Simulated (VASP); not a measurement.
# InPd (Pm-3m) in VASP: notebook

InPd is run at these levels: r2SCAN; tasks: single point.

All numbers are computed with VASP 6.6.1; they aren't measurements. Logs are shortened: lines on timing, memory, paths and dates and some standing lists are left out, and cuts for length are marked.

## Step 1: The cell of the first run

The structure is cubic, space group Pm-3m (No. 221). Conventional cell: a = 3.228 Å, b = 3.228 Å, c = 3.228 Å, α = 90.00°, β = 90.00°, γ = 90.00°. In (site symmetry m-3m) has 8 Pd at 2.80 Å and 6 In at 3.23 Å within 3.7 Å. Pd (site symmetry m-3m) has 8 In at 2.80 Å and 6 Pd at 3.23 Å within 3.7 Å.

## Step 2: Single point, r2SCAN

Contents of POSCAR:

```
InPd
1.0
    3.2276647001      0.0000000000      0.0000000000
    0.0000000000      3.2276647001      0.0000000000
    0.0000000000      0.0000000000      3.2276647001
In Pd
1 1
Direct
    0.0000000000      0.0000000000      0.0000000000
    0.5000000000      0.5000000000      0.5000000000
```

Contents of INCAR.step1:

```
SYSTEM = InPd
PREC = Accurate
ENCUT = 520
ISMEAR = -1
SIGMA = 0.05
LREAL = .FALSE.
LASPH = .TRUE.
NELM = 80
NBANDS = 18
GGA = PE
ALGO = Normal
EDIFF = 1E-4
LWAVE = .TRUE.
LCHARG = .FALSE.
```

Contents of INCAR.step2:

```
SYSTEM = InPd
PREC = Accurate
ENCUT = 520
EDIFF = 1E-6
ISMEAR = -1
SIGMA = 0.05
LREAL = .FALSE.
LASPH = .TRUE.
NELM = 80
ALGO = Normal
ISIF = 2
LWAVE = .FALSE.
LCHARG = .FALSE.
METAGGA = R2SCAN
LMIXTAU = .TRUE.
NBANDS = 18
ISTART = 1
```

Contents of KPOINTS:

```
regular mesh
0
G
  8 8 8
  0 0 0
```

Potentials or basis: VASP PAW PBE potentials, release 64 (In_d, Pd).

Started as:

```sh
> cat potpaw_PBE.64/In_d/POTCAR potpaw_PBE.64/Pd/POTCAR > POTCAR
> cp INCAR.step1 INCAR
> mpirun -np 1 vasp_std > vasp.out
> cp INCAR.step2 INCAR
> mpirun -np 1 vasp_std > vasp.out
```

OUTCAR:

```text
SYSTEM = InPd
   PREC = Accurate
   ENCUT = 520
   EDIFF = 1E-6
   ISMEAR = -1
   LREAL = .FALSE.
   LASPH = .TRUE.
   NELM = 80
   ISIF = 2
   METAGGA = R2SCAN
   ISTART = 1

 ion  position               nearest neighbor table
   1  0.000  0.000  0.000-   2 2.80   2 2.80   2 2.80   2 2.80   2 2.80   2 2.80   2 2.80   2 2.80

   2  0.500  0.500  0.500-   1 2.80   1 2.80   1 2.80   1 2.80   1 2.80   1 2.80   1 2.80   1 2.80

  LATTYP: Found a simple cubic cell.
 ALAT       =     3.2276647001

  Lattice vectors:

 A1 = (   3.2276647001,   0.0000000000,   0.0000000000)
 A2 = (   0.0000000000,   3.2276647001,   0.0000000000)
 A3 = (   0.0000000000,   0.0000000000,   3.2276647001)

Analysis of symmetry for initial positions (statically):
=====================================================================
 Subroutine PRICEL returns:
 Original cell was already a primitive cell.

 Routine SETGRP: Setting up the symmetry group for a
 simple cubic supercell.

 Subroutine GETGRP returns: Found 48 space group operations
 (whereof 48 operations were pure point group operations)
 out of a pool of 48 trial point group operations.

The static configuration has the point symmetry O_h .

Analysis of symmetry for dynamics (positions and initial velocities):
=====================================================================
 Subroutine PRICEL returns:
 Original cell was already a primitive cell.

 Routine SETGRP: Setting up the symmetry group for a
 simple cubic supercell.

 Subroutine GETGRP returns: Found 48 space group operations
 (whereof 48 operations were pure point group operations)
 out of a pool of 48 trial point group operations.

The dynamic configuration has the point symmetry O_h .

 Subroutine INISYM returns: Found 48 space group operations
 (whereof 48 operations are pure point group operations),
 and found     1 'primitive' translations

----------------------------------------------------------------------------------------

                                     Primitive cell

  volume of cell :      33.6252

  direct lattice vectors                    reciprocal lattice vectors
     3.227664700  0.000000000  0.000000000     0.309821525  0.000000000  0.000000000
     0.000000000  3.227664700  0.000000000     0.000000000  0.309821525  0.000000000
     0.000000000  0.000000000  3.227664700     0.000000000  0.000000000  0.309821525

  length of vectors
     3.227664700  3.227664700  3.227664700     0.309821525  0.309821525  0.309821525

  position of ions in fractional coordinates (direct lattice)
     0.000000000  0.000000000  0.000000000
     0.500000000  0.500000000  0.500000000

  ion indices of the primitive-cell ions
   primitive index   ion index
                 1           1
                 2           2

----------------------------------------------------------------------------------------

 KPOINTS: regular mesh

Automatic generation of k-mesh.
 Grid dimensions read from file:
 generate k-points for:    8    8    8

 Generating k-lattice:

  Cartesian coordinates                     Fractional coordinates (reciprocal lattice)
     0.038727691  0.000000000  0.000000000     0.125000000  0.000000000  0.000000000
     0.000000000  0.038727691  0.000000000     0.000000000  0.125000000  0.000000000
     0.000000000  0.000000000  0.038727691     0.000000000  0.000000000  0.125000000

  Length of vectors
     0.038727691  0.038727691  0.038727691

  Shift w.r.t. Gamma in fractional coordinates (k-lattice)
     0.000000000  0.000000000  0.000000000

 Subroutine IBZKPT returns following result:
 ===========================================

 Found     35 irreducible k-points:

 Following reciprocal coordinates:
            Coordinates               Weight
  0.000000  0.000000  0.000000      1.000000
  0.125000  0.000000  0.000000      6.000000
  0.250000  0.000000  0.000000      6.000000
  0.375000  0.000000  0.000000      6.000000
  0.500000  0.000000  0.000000      3.000000
  0.125000  0.125000  0.000000     12.000000
[... 16 lines left out ...]
  0.375000  0.375000  0.125000     24.000000
  0.500000  0.375000  0.125000     24.000000
 [... further k-points ...]
   k-points           NKPTS =     35   k-points in BZ     NKDIM =     35   number of bands    NBANDS=     18
   number of dos      NEDOS =    301   number of ions     NIONS =      2
   total plane-waves  NPLWV =  13824
   dimension x,y,z NGX =    24 NGY =   24 NGZ =   24
   dimension x,y,z NGXF=    48 NGYF=   48 NGZF=   48
   ions per type =               1   1
   NGX,Y,Z   is equivalent  to a cutoff of  12.36, 12.36, 12.36 a.u.
   NGXF,Y,Z  is equivalent  to a cutoff of  24.72, 24.72, 24.72 a.u.
 SYSTEM =  InPd
   PREC   = accura    normal or accurate (medium, high low for compatibility)
   ISTART =      1    job   : 0-new  1-cont  2-samecut
   ICHARG =      0    charge: 1-file 2-atom 10-const
   ISPIN  =      1    spin polarized calculation?
   LNONCOLLINEAR =      F non collinear calculations
   LSORBIT =      F    spin-orbit coupling
   LASPH  =      T    aspherical Exc in radial PAW
   ENCUT  =  520.0 eV  38.22 Ry    6.18 a.u.   6.00  6.00  6.00*2*pi/ulx,y,z
   NELM   =     80;   NELMIN=  2; NELMDL=  0     # of ELM steps
   EDIFF  = 0.1E-05   stopping-criterion for ELM
   LREAL  =      F    real-space projection
   EDIFFG = 0.1E-04   stopping-criterion for IOM
   NSW    =      0    number of steps for IOM
   IBRION =     -1    ionic relax: 0-MD 1-quasi-New 2-CG
   NFREE  =      0    steps in history (QN), initial steepest desc. (CG)
   ISIF   =      2    stress and relaxation
   ISYM   =      2    0-nonsym 1-usesym 2-fastsym
   POTIM  = 0.5000    time-step for ionic-motion
   TEBEG  =    0.0;   TEEND  =   0.0 temperature during run
   PSTRESS=    0.0 pullay stress
   NELECT =      23.0000    total number of electrons
   NUPDOWN=      -1.0000    fix difference up-down
   EMIN   =  10.00;   EMAX   =-10.00  energy-range for DOS
   EFERMI =   0.00;   METHOD = LEGACY
   ISMEAR =    -1;   SIGMA  =   0.05  broadening in eV -4-tet -1-fermi 0-gaus
   EFERMI_NEDOS =   21; number of points for ismear=-14 and -15
   IALGO  =     38    algorithm
   IMIX   =      4    mixing-type and parameters
     AMIX     =   0.40;   BMIX     =  1.00
     AMIX_MAG =   1.60;   BMIX_MAG =  1.00
  volume/ion in A,a.u.               =      16.81       113.46
  Fermi-wavevector in a.u.,A,eV,Ry     =   1.442433  2.725803 28.308464  2.080613
  Thomas-Fermi vector in A             =   2.560954
   LORBIT       =      0    0 simple, 1 ext, 2 COOP (PROOUT), +10 PAW based schemes
   METAGGA = R2SCAN    functional components
   LHFCALC =     F    Hartree Fock is set to
   AEXX    =    0.0000 exact exchange contribution
   IVDW    =     0    specifies the selected vdW correction
   LEPSILON=     F    determine dielectric tensor
   LRPA    =     F    only Hartree local field effects (RPA)
 non-spin polarized calculation
  energy-cutoff  :      520.00
  volume of cell :       33.63
 maximum number of plane-waves:       925
   NGX = 13   NGY = 13   NGZ = 13

 number of electron      22.9999989 magnetization

 Free energy of the ion-electron system (eV)
  ---------------------------------------------------
  ext. energy  EPLUGINS =         0.00000000
  ---------------------------------------------------
  free energy    TOTEN  =       -46.62179823 eV

  energy without entropy =      -46.61209522  energy(sigma->0) =      -46.61694672

 E-fermi :  10.9624     XC(G=0): -13.5147

 val. band max:       10.9367349438   @ k =   0.3750   0.2500   0.1250
 cond. band min:      11.3600952394   @ k =   0.5000   0.5000   0.2500
 fundamental gap:      0.4233602956
 Fermi energy:        10.9624181281

 k-point     1 :       0.0000    0.0000    0.0000
  band No.  band energies     occupation
      1      -4.6224      2.00000
      2      -4.6224      2.00000
      3      -4.1437      2.00000
      4      -4.1437      2.00000
      5      -4.1437      2.00000
      6       0.2460      2.00000
[... 10 lines left out ...]
     17      22.2307      0.00000
     18      27.9327      0.00000

 k-point     2 :       0.1250    0.0000    0.0000
  band No.  band energies     occupation
      1      -4.6118      2.00000
      2      -4.5623      2.00000
      3      -4.1618      2.00000
      4      -4.1618      2.00000
      5      -4.1380      2.00000
      6       0.5148      2.00000
[... 10 lines left out ...]
     17      24.0482      0.00000
     18      27.4015      0.00000

 k-point     3 :       0.2500    0.0000    0.0000
  band No.  band energies     occupation
      1      -4.5859      2.00000
      2      -4.4181      2.00000
      3      -4.2052      2.00000
      4      -4.2052      2.00000
      5      -4.1242      2.00000
      6       1.3150      2.00000
[... 10 lines left out ...]
     17      26.5449      0.00000
     18      27.0559      0.00000

 k-point     4 :       0.3750    0.0000    0.0000
  band No.  band energies     occupation
      1      -4.5599      2.00000
      2      -4.2749      2.00000
      3      -4.2481      2.00000
      4      -4.2481      2.00000
      5      -4.1104      2.00000
      6       2.6102      2.00000
[... 10 lines left out ...]
     17      24.6920      0.00000
     18      24.6920      0.00000

 k-point     5 :       0.5000    0.0000    0.0000
  band No.  band energies     occupation
      1      -4.5491      2.00000
      2      -4.2658      2.00000
      3      -4.2658      2.00000
      4      -4.2160      2.00000
      5      -4.1046      2.00000
      6       4.1116      2.00000
[... 10 lines left out ...]
     17      22.5380      0.00000
     18      22.9714      0.00000

 k-point     6 :       0.1250    0.1250    0.0000
  band No.  band energies     occupation
      1      -4.5784      2.00000
      2      -4.5256      2.00000
      3      -4.1846      2.00000
      4      -4.1677      2.00000
      5      -4.1481      2.00000
      6       0.7810      2.00000
[... 307 lines left out ...]
 k-point    21 :       0.3750    0.2500    0.1250
  band No.  band energies     occupation
      1      -4.3981      2.00000
      2      -4.3862      2.00000
      3      -4.2950      2.00000
      4      -4.2350      2.00000
      5      -4.1384      2.00000
      6       3.5396      2.00000
[... 10 lines left out ...]
     17      24.4487      0.00000
     18      25.5762      0.00000

 k-point    22 :       0.5000    0.2500    0.1250
  band No.  band energies     occupation
      1      -4.4210      2.00000
      2      -4.3857      2.00000
      3      -4.3168      2.00000
      4      -4.2360      2.00000
      5      -4.0784      2.00000
      6       4.3160      2.00000
[... 10 lines left out ...]
     17      24.3362      0.00000
     18      26.3835      0.00000

 k-point    23 :       0.3750    0.3750    0.1250
  band No.  band energies     occupation
      1      -4.4773      2.00000
      2      -4.3523      2.00000
      3      -4.3084      2.00000
      4      -4.2954      2.00000
      5      -4.0145      2.00000
      6       4.1758      2.00000
[... 10 lines left out ...]
     17      22.7538      0.00000
     18      25.1503      0.00000

 k-point    24 :       0.5000    0.3750    0.1250
  band No.  band energies     occupation
      1      -4.5127      2.00000
      2      -4.3415      2.00000
      3      -4.3286      2.00000
      4      -4.3051      2.00000
      5      -3.9568      2.00000
      6       4.4963      2.00000
[... 10 lines left out ...]
     17      22.9301      0.00000
     18      25.1145      0.00000

 [... further k-points ...]
[... 5 lines left out ...]
  --------------------------------------------------------------------------------------
  -------------------------------------------------------------------------------------
  Total        1.2763497      1.2763497      1.2763497      0.0000000      0.0000000     -0.0000000
  in kB       60.8156038     60.8156038     60.8156038      0.0000000      0.0000000     -0.0000000
  external PRESSURE =      60.8156038 kB  Pullay stress =       0.0000000 kB

 VOLUME and BASIS-vectors are now :
 -----------------------------------------------------------------------------
  energy-cutoff  :      520.00
  volume of cell :       33.63
      direct lattice vectors                 reciprocal lattice vectors
     3.227664700  0.000000000  0.000000000     0.309821525  0.000000000  0.000000000
     0.000000000  3.227664700  0.000000000     0.000000000  0.309821525  0.000000000
     0.000000000  0.000000000  3.227664700     0.000000000  0.000000000  0.309821525

 POSITION                                       TOTAL-FORCE (eV/Angst)
 -----------------------------------------------------------------------------------
      0.00000      0.00000      0.00000         0.000000      0.000000      0.000000
      1.61383      1.61383      1.61383         0.000000      0.000000      0.000000
 -----------------------------------------------------------------------------------
    total drift:                                0.000000      0.000000     -0.000000

  FREE ENERGIE OF THE ION-ELECTRON SYSTEM (eV)
  ---------------------------------------------------
  free  energy   TOTEN  =       -46.6217982293 eV

  energy  without entropy=      -46.6120952173  energy(sigma->0) =      -46.61694672
```

Run time: 33 s. Hardware: 1 thread of Intel Xeon Platinum 8488C (Sapphire Rapids), shared host; peak memory 0.15 GiB.

Results:

| Item | Value |
| --- | --- |
| Free energy | -46.6218 eV |
| Pressure | 6.1 GPa |

Caveat: the PAW data sets were made with another functional, which shifts forces and pressure a little; spin-orbit coupling is left out, which moves the levels of the heavy elements.

(Part 1 of 3 ends here.)
